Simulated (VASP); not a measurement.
Ca3S: single point with r2SCAN

The system is Ca3S.

```xyz
4
Lattice="4.9603 0.0000 0.0000 0.0000 4.9603 0.0000 0.0000 0.0000 4.9603" Properties=species:S:1:pos:R:3 pbc="T T T"
Ca    0.0000    2.4802    2.4802
Ca    2.4802    0.0000    2.4802
Ca    2.4802    2.4802    0.0000
S     0.0000    0.0000    0.0000
```

```
Program                : VASP 6.6.1
Task                   : single point
Functional             : r2SCAN
Potentials or basis    : VASP PAW PBE potentials, release 64 (Ca_sv, S)
Cutoff                 : 520 eV
k mesh                 : 10 × 10 × 10
Occupations            : gaussian, width 0.1 eV
Spin                   : no spin polarisation
Dipole correction      : no
Further INCAR settings : ALGO = Normal; EDIFF = 1e-06; NBANDS = 26
```

- Pressure: 0.1 GPa
- Band gap on the k mesh: zero (band 18 reaches 4.55 eV, above the bottom of band 19 at 2.92 eV)

Levels at points of the mesh, in eV from the Fermi level:
```csv
k point,band 16,band 17,band 18,band 19,band 20,band 21
"(0.00, 0.00, 0.00)",-3.80,-3.66,-0.42,-0.42,-0.04,0.33
"(0.50, 0.00, 0.00)",-3.93,-1.85,-0.78,0.57,0.83,1.06
"(0.50, 0.50, 0.00)",-3.98,-1.78,0.50,0.50,0.63,1.17
"(0.50, 0.50, 0.50)",-4.33,-1.13,-1.13,-1.13,-0.29,1.18
```

Run time: 21 min on 1 thread of AMD EPYC 7R13, with other jobs on the host, peak memory 0.32 GiB.

Caveat: the PAW data sets were made with another functional, which shifts forces and pressure a little.
